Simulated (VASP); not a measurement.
Input of a VASP 6.6.1 run:

The input INCAR:

```
ALGO = Normal ; EDIFF = 1E-8
ENCUT = 520 ; ISIF = 2
ISMEAR = 0 ; LASPH = True
LCALCEPS = True ; LCHARG = False
LMIXTAU = True ; LREAL = False
LWAVE = False ; METAGGA = R2SCAN
NELM = 60 ; PREC = Accurate
SIGMA = 0.01
```

Contents of KPOINTS:

```
k-points
0
Gamma
  6 6 6
```

The input POSCAR:

```
GaP
1.0
    0.0000000000      2.7526532803      2.7026489945
    2.7526532803      0.0000000000      2.7026489945
    2.7526532803      2.7526532803      0.0000000000
Ga P
1 1
Direct
    0.0000000000      0.0000000000      0.0000000000
    0.2500000000      0.2500000000      0.2500000000
```

Potentials or basis: VASP PAW PBE potentials, release 64 (Ga_d, P).

Run with:

```console
$ cat potpaw_PBE.64/Ga_d/POTCAR potpaw_PBE.64/P/POTCAR > POTCAR
$ mpirun -np 1 vasp_std > vasp.out
```

Q: What does it give for the electronic dielectric tensor (diagonal)?

A: 9.14, 9.14, 8.97.

Q: Estimate the Born charges (mean of the diagonal).

A: Ga +2.18; P -2.18 e.

Q: Predict the band gap on the k mesh.

A: 1.78 eV (least direct gap 2.17 eV).

Born effective charge tensors (e):
atom 1, Ga
```
2.21 0.00 0.00
0.00 2.21 0.00
0.00 0.00 2.12
```
atom 2, P
```
-2.21  0.00  0.00
 0.00 -2.21  0.00
 0.00  0.00 -2.12
```

Caveat: the cell differs from its parent crystal (epitaxial xy strain +1.0%). A k mesh can miss the band edges.
